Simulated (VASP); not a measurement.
Here is a VASP 6.6.1 calculation.

The input INCAR:

```
ALGO = Normal
EDIFF = 1E-6
ENCUT = 520
GGA = PE
ISIF = 2
ISMEAR = 0
LASPH = T
LCHARG = T
LELF = T
LREAL = F
LVHAR = T
LWAVE = F
NBANDS = 24
NELM = 100
PREC = Accurate
SIGMA = 0.01
```

The input KPOINTS:

```
k-points
0
Gamma
  6 6 4
```

File POSCAR:

```
BaS
1.0
    5.3818560826      0.0000000000      0.0000000000
   -2.6909280413      4.6608240870      0.0000000000
    0.0000000000      0.0000000000      6.3833234887
Ba S
2 2
Direct
    0.3333333333      0.6666666667     -0.0625000000
    0.6666666667      0.3333333333      0.4375000000
    0.3333333333      0.6666666667      0.4375000000
    0.6666666667      0.3333333333      0.9375000000
```

Potentials or basis: VASP PAW PBE potentials, release 64 (Ba_sv, S).

Command:

```bash
$ cat potpaw_PBE.64/Ba_sv/POTCAR potpaw_PBE.64/S/POTCAR > POTCAR
$ mpirun -np 1 vasp_std > vasp.out
```

Question: Predict the pressure.

Answer: 0.5 GPa.

Question: Estimate the band gap on the k mesh.

Answer: 2.47 eV, indirect (least direct gap 2.61 eV).

Stress tensor (GPa, compression positive):
```
0.42 0.00 0.00
0.00 0.42 0.00
0.00 0.00 0.53
```

Caveat: spin-orbit coupling is left out, which moves the levels of the heavy elements. A k mesh can miss the band edges.
